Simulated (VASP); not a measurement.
Crystal: Si3N4.

```
Si N
1.0
     7.61700    0.00000    0.00000
    -3.80850    6.59652    0.00000
     0.00000    0.00000    2.91340
Si N
6 8
Direct
  0.17840 0.77490 0.25000
  0.40350 0.17840 0.75000
  0.22510 0.40350 0.25000
  0.82160 0.22510 0.75000
  0.59650 0.82160 0.25000
  0.77490 0.59650 0.75000
  0.33333 0.66667 0.25000
  0.66667 0.33333 0.75000
  0.33590 0.03280 0.25000
  0.30310 0.33590 0.75000
  0.96720 0.30310 0.25000
  0.66410 0.96720 0.75000
  0.69690 0.66410 0.25000
  0.03280 0.69690 0.75000
```

```yaml
Program: VASP 6.6.1
Task: relaxation of the atoms
Functional: PBE
Potentials_or_basis: VASP PAW PBE potentials, release 64 (Si, N)
Cutoff: 520 eV
k_mesh: 4 × 4 × 9
Occupations: fermi-dirac, width 0.02 eV
Spin: no spin polarisation
```

At the start: pressure 4.1 GPa; volume 10.46 Å³/atom.

Problem. How do energy, volume and symmetry change on relaxing?

Solution. Over 9 steps the energy falls by 12.4 meV/atom; space group P6_3/m (No. 176, to 0.1 Å) before and after.

The path:
| step | energy change (eV) | largest force (eV/Å) | pressure (GPa) |
| --- | --- | --- | --- |
| 1 | 0.0000 | 1.1744 | 4.13 |
| 2 | 0.0287 | 1.6063 | 4.67 |
| 3 | -0.1307 | 0.3115 | 4.18 |
| 4 | -0.1581 | 0.1565 | 4.10 |
| 5 | -0.1673 | 0.0649 | 4.03 |
| 6 | -0.1692 | 0.0570 | 3.98 |
| 7 | -0.1720 | 0.0922 | 3.82 |
| 8 | -0.1729 | 0.0335 | 3.79 |
| 9 | -0.1731 | 0.0167 | 3.76 |

Final structure:
```yaml
crystal:
  lattice:
    - [7.61700, 0.00000, 0.00000]
    - [-3.80850, 6.59652, 0.00000]
    - [0.00000, 0.00000, 2.91340]
  atoms:
    - { symbol: Si, position: [0.17430, 0.76828, 0.25000] }
    - { symbol: Si, position: [0.40603, 0.17430, 0.75000] }
    - { symbol: Si, position: [0.23172, 0.40603, 0.25000] }
    - { symbol: Si, position: [0.82570, 0.23172, 0.75000] }
    - { symbol: Si, position: [0.59397, 0.82570, 0.25000] }
    - { symbol: Si, position: [0.76828, 0.59397, 0.75000] }
    - { symbol: N, position: [0.33333, 0.66667, 0.25000] }
    - { symbol: N, position: [0.66667, 0.33333, 0.75000] }
    - { symbol: N, position: [0.32984, 0.03032, 0.25000] }
    - { symbol: N, position: [0.29952, 0.32984, 0.75000] }
    - { symbol: N, position: [0.96968, 0.29952, 0.25000] }
    - { symbol: N, position: [0.67016, 0.96968, 0.75000] }
    - { symbol: N, position: [0.70048, 0.67016, 0.25000] }
    - { symbol: N, position: [0.03032, 0.70048, 0.75000] }
```
